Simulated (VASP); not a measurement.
Wanted: the native input for a VASP 6.6.1 run.

| Item | Value |
| --- | --- |
| Task | single point |
| Functional | PBE |
| Potentials or basis | VASP PAW PBE potentials, release 64 (Cr_pv) |
| Cutoff | 520 eV |
| k mesh | 14 × 14 × 1 |
| Occupations | fermi-dirac, width 0.1 eV |
| Spin | collinear spin, ferromagnetic start |
| Starting moments | [2.0] μB |
| Dipole correction | yes |
| Electric field (eV/Å) | -0.3 eV/Å |
| Further INCAR settings | ALGO = Normal; EDIFF = 1e-06; NBANDS = 16; EFIELD = -0.3 |

The structure of Cr lies in POSCAR:

```
Cr
1.0
    2.8486260748      0.0000000000      0.0000000000
    0.0000000000      2.8486260748      0.0000000000
    0.0000000000      0.0000000000     16.0000000000
Cr
1
Direct
    0.0000000000      0.0000000000      0.5000000000
```

These files were run (other wordings do the same):

INCAR

```
SYSTEM = Cr
PREC = Accurate
ENCUT = 520
EDIFF = 1E-6
ISMEAR = -1
SIGMA = 0.1
LREAL = .FALSE.
LASPH = .TRUE.
NELM = 150
ALGO = Normal
ISIF = 2
LWAVE = .FALSE.
LCHARG = .FALSE.
ISPIN = 2
MAGMOM = 2
LORBIT = 11
LMAXMIX = 4
LDIPOL = .TRUE.
IDIPOL = 3
DIPOL = 0.5 0.5 0.500
GGA = PE
EFIELD = -0.3
NBANDS = 16
```

KPOINTS

```
Automatic mesh
0
G
  14 14 1
  0 0 0
```

Potentials or basis: VASP PAW PBE potentials, release 64 (Cr_pv).

The run is started by

```bash
$ cat potpaw_PBE.64/Cr_pv/POTCAR > POTCAR
$ mpirun -np 1 vasp_std > vasp.out
```

It gave:

```yaml
Net_moment: 4.86 μB per cell
Site_moments: Cr +4.13 μB
Valence_electrons_inside_the_program's_atomic_spheres: Cr 10.49
```

Wall time 2.3 min on 1 thread of Intel(R) Xeon(R) 6975P-C (Granite Rapids), on a shared host, peak memory 0.34 GiB.
